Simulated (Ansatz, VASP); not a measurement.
One calculation of Mg2CdS3, two programs

```xyz
12
Lattice="6.0500 -3.5000 0.0000 6.0500 3.5000 0.0000 0.0000 0.0000 6.5000" Properties=species:S:1:pos:R:3 pbc="T T T"
Mg    4.0333    1.1667    0.0000
Mg    8.0667   -1.1667    3.2500
Mg    4.0333   -1.1667    3.2500
Mg    8.0667    1.1667    0.0000
Cd    6.0500   -2.3333    0.0000
Cd    6.0500    2.3333    3.2500
S     6.0500   -2.3333    4.0625
S     4.0333    1.1667    4.0625
S     8.0667   -1.1667    0.8125
S     6.0500    2.3333    0.8125
S     4.0333   -1.1667    0.8125
S     8.0667    1.1667    4.0625
```

Alike in both runs: task relaxation of cell and atoms; functional PBE; k mesh 2 × 2 × 2; occupations gaussian, width 0.15 eV; no spin polarisation.

```csv
,VASP,Ansatz
version,VASP 6.6.1,Ansatz 0.2.0
potentials or method,"VASP PAW PBE potentials, release 64 (Mg, Cd, S), cutoff 600 eV","scalar-relativistic, plane waves, PAW"
valence electrons in the cell,68,116
```

Ansatz gave:

| Property | Result |
| --- | --- |
| gap on the k mesh at the Fermi level, each at its own relaxed structure (eV) | 2.57 |
| relaxed volume (Å³/atom) | 24.02 |
| relaxed length of the cell vector where the two differ most in proportion (Å) | 6.618 |

Problem. What did VASP give for the same quantities?

Solution. gap on the k mesh at the Fermi level, each at its own relaxed structure (eV): 2.56; relaxed volume (Å³/atom): 24.05; relaxed length of the cell vector where the two differ most in proportion (Å): 6.624.

VASP's potentials hold 68 valence electrons a cell and Ansatz's 116, so a difference there can come from the potentials and not from the codes.

The k mesh is coarse, so the values compare programs but aren't converged.
